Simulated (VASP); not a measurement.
Runs of VASP 6.6.1 on Co. The structure is that of space group Fd-3m (No. 227), or close to it. The cells are those of the table. This isn't the form of Co at room conditions, which is hcp.

| cell | gap on the mesh (eV) | pressure (GPa) | moment (μB) |
| --- | --- | --- | --- |
| a = 4.468 Å, angles 60.0°, 6 atoms | none | 8.1 | 9.35 |
| a = 4.509 Å, angles 60.0°, 6 atoms | none | (d) | (b) |
| a = 4.630 Å, angles 60.0°, 6 atoms | none | -12.3 | 10.33 |
| a = 4.425 Å, angles 60.0°, 6 atoms | none | 15.8 | 9.14 |
| a = 4.550 Å, angles 60.0°, 6 atoms | none | -3.7 | (a) |
| a = 4.590 Å, angles 60.0°, 6 atoms | none | (c) | 10.10 |

Alike in all rows: task single point; level PBEsol; potentials or basis VASP PAW PBE potentials, release 64 (Co); spin collinear, ferromagnetic start; k mesh 6 × 6 × 6; cutoff (eV) 520; smearing fermi-dirac 0.1 eV.

Estimate the missing entries.

(a) 9.85; (b) 9.59; (c) -8.3; (d) 1.7.

Caveats: the PAW data sets were made with another functional, which shifts forces and pressure a little; the cell stands under tension (at least some runs); the cell stands under pressure (at least some runs).

A gap of «none» marks levels without a gap at the run's occupations.
